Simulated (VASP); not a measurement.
A run of VASP 6.6.1:

Contents of POSCAR:

```
BaZrO2F
1.0
    8.3619610000      0.0000000000      0.0000000000
    0.0000000000      4.1809800000      0.0000000000
    0.0000000000      0.0000000000      4.1809800000
Ba Zr F O
2 2 2 4
Direct
    0.9632320000      0.9854780000      0.0233950000
    0.5040610000      0.9770770000      0.9849450000
    0.2563220000      0.4770630000      0.4913050000
    0.7531650000      0.4919550000      0.5015020000
    0.2471930000      0.4854760000      0.9716950000
    0.4927470000      0.4816580000      0.5121800000
    0.7579270000      0.5055210000      0.9685750000
    0.9926430000      0.5022360000      0.5129840000
    0.2419320000      0.9689400000      0.4816440000
    0.7572370000      0.0314780000      0.4601660000
```

File INCAR.step1:

```
PREC     = Accurate       # precision mode
ENCUT    = 520            # plane-wave cutoff, eV
ISMEAR   = -1             # smearing method
SIGMA    = 0.05           # smearing width, eV
LREAL    = False          # projectors in reciprocal space
LASPH    = True           # aspherical terms in the spheres
NELM     = 150            # most SCF steps
ISPIN    = 2              # spin polarisation
MAGMOM   = 0 0 0.25 0.25 0.25 0.25 0 0 0 0 # initial moments
LMAXMIX  = 4              # l up to which the mixer works
NBANDS   = 56             # bands
NELECT   = 81.0         
GGA      = PE             # functional
ALGO     = Normal         # electronic algorithm
EDIFF    = 1E-4           # SCF threshold, eV
LWAVE    = True           # write WAVECAR
LCHARG   = False          # write CHGCAR
```

INCAR.step2

```
PREC     = Accurate       # precision mode
ENCUT    = 520            # plane-wave cutoff, eV
EDIFF    = 1E-6           # SCF threshold, eV
ISMEAR   = -1             # smearing method
SIGMA    = 0.05           # smearing width, eV
LREAL    = False          # projectors in reciprocal space
LASPH    = True           # aspherical terms in the spheres
NELM     = 150            # most SCF steps
ALGO     = Normal         # electronic algorithm
ISIF     = 2              # what is computed and relaxed
LWAVE    = False          # write WAVECAR
LCHARG   = True           # write CHGCAR
ISPIN    = 2              # spin polarisation
MAGMOM   = 0 0 0.25 0.25 0.25 0.25 0 0 0 0 # initial moments
LORBIT   = 11             # projections on sites
LMAXMIX  = 4              # l up to which the mixer works
METAGGA  = R2SCAN         # meta-GGA
LMIXTAU  = True         
LELF     = True           # ELF
LVHAR    = True         
NBANDS   = 56             # bands
NELECT   = 81.0         
ISTART   = 1
```

The input KPOINTS:

```
Automatic mesh
0
Gamma
  2 2 2
  0.5 0.5 0.5
```

Potentials or basis: VASP PAW PBE potentials, release 64 (Ba_sv, Zr_sv, F, O).

Launch:

```console
$ cat potpaw_PBE.64/Ba_sv/POTCAR potpaw_PBE.64/Zr_sv/POTCAR potpaw_PBE.64/F/POTCAR potpaw_PBE.64/O/POTCAR > POTCAR
$ cp INCAR.step1 INCAR
$ mpirun -np 1 vasp_std > vasp.out
$ cp INCAR.step2 INCAR
$ mpirun -np 1 vasp_std > vasp.out
```

Hardware: 1 thread of Intel(R) Xeon(R) 6975P-C (Granite Rapids), with other jobs on the host.

Q: How long does it take, and how much memory?

A: It took 2.5 min on 1 thread of Intel(R) Xeon(R) 6975P-C (Granite Rapids), on a shared host, peak memory 0.35 GiB. Counts: k points 4.
